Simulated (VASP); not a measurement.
Input of a VASP 6.6.1 run:

The input INCAR:

```
SYSTEM = Ga3As3H7
ALGO = Normal
EDIFF = 1E-6
ENCUT = 520
GGA = PE
ISIF = 2
ISMEAR = 0
LASPH = .True.
LCHARG = .False.
LREAL = Auto
LWAVE = .False.
NBANDS = 80
NELM = 80
PREC = Accurate
SIGMA = 0.05
```

KPOINTS

```
k-points
0
Gamma
  1 1 10
  0 0 0
```

POSCAR

```
Ga3As3H7
1.0
   18.0000000000      0.0000000000      0.0000000000
    0.0000000000     18.3000000000      0.0000000000
    0.0000000000      0.0000000000      5.7453845737
Ga As H
6 6 14
Direct
    0.5390966286      0.5384557003      0.0000000000
    0.5390966286      0.3814779797      0.5000000000
    0.5390966286      0.6954334209      0.5000000000
    0.3795026127      0.5384557003      0.5000000000
    0.6986906445      0.5384557003      0.5000000000
    0.3795026127      0.3814779797      0.0000000000
    0.6188936366      0.6169445606      0.7500000000
    0.2997056047      0.4599668400      0.2500000000
    0.6188936366      0.4599668400      0.2500000000
    0.4592996206      0.3029891194      0.2500000000
    0.4592996206      0.6169445606      0.2500000000
    0.4592996206      0.4599668400      0.7500000000
    0.6676476593      0.6648993370      0.9027438935
    0.5894544021      0.3319457435      0.6577683636
    0.5894544021      0.7449656571      0.3422316364
    0.4887388551      0.7449656571      0.6577683636
    0.2509515820      0.5079216164      0.0972561065
    0.2509515820      0.4120120635      0.4027438935
    0.6676476593      0.4120120635      0.0972561065
    0.3291448392      0.5879879365      0.6577683636
    0.7490484180      0.5879879365      0.3422316364
    0.7490484180      0.4889234641      0.6577683636
    0.5080536434      0.2550343429      0.0972561065
    0.4105455979      0.2550343429      0.4027438935
    0.4105455979      0.6648993370      0.0972561065
    0.3291448392      0.3319457435      0.8422316364
```

Potentials or basis: VASP PAW PBE potentials, release 64 (Ga_d, As, H).

Launch:

```console
$ cat potpaw_PBE.64/Ga_d/POTCAR potpaw_PBE.64/As/POTCAR potpaw_PBE.64/H/POTCAR > POTCAR
$ mpirun -np 1 vasp_std > vasp.out
```

Question: What does it give for the band gap on the k mesh?

Answer: 2.73 eV.

Question: Estimate the largest force.

Answer: 1.092 eV/Å.

Forces in eV/Å, atoms in the order of the input:
```
Ga   0.340  0.340 -0.207
Ga   0.601 -0.105  0.349
Ga   0.159  1.041  0.287
Ga  -0.107  0.600  0.349
Ga   1.040  0.157  0.287
Ga  -0.274 -0.274 -0.751
As  -0.607 -0.608 -0.547
As   0.945 -0.007  0.162
As  -0.745  0.310  0.352
As  -0.012  0.955  0.164
As   0.307 -0.749  0.356
As  -0.056 -0.053 -0.308
H   -0.034 -0.035 -0.001
H   -0.037 -0.119  0.036
H    0.114 -0.249 -0.208
H   -0.260 -0.194  0.110
H   -0.243 -0.270  0.122
H   -0.316  0.138 -0.235
H   -0.051 -0.013 -0.049
H   -0.117 -0.038  0.036
H   -0.247  0.113 -0.208
H   -0.192 -0.261  0.110
H   -0.269 -0.244  0.121
H    0.139 -0.317 -0.235
H   -0.012 -0.052 -0.049
H   -0.067 -0.068 -0.042
```
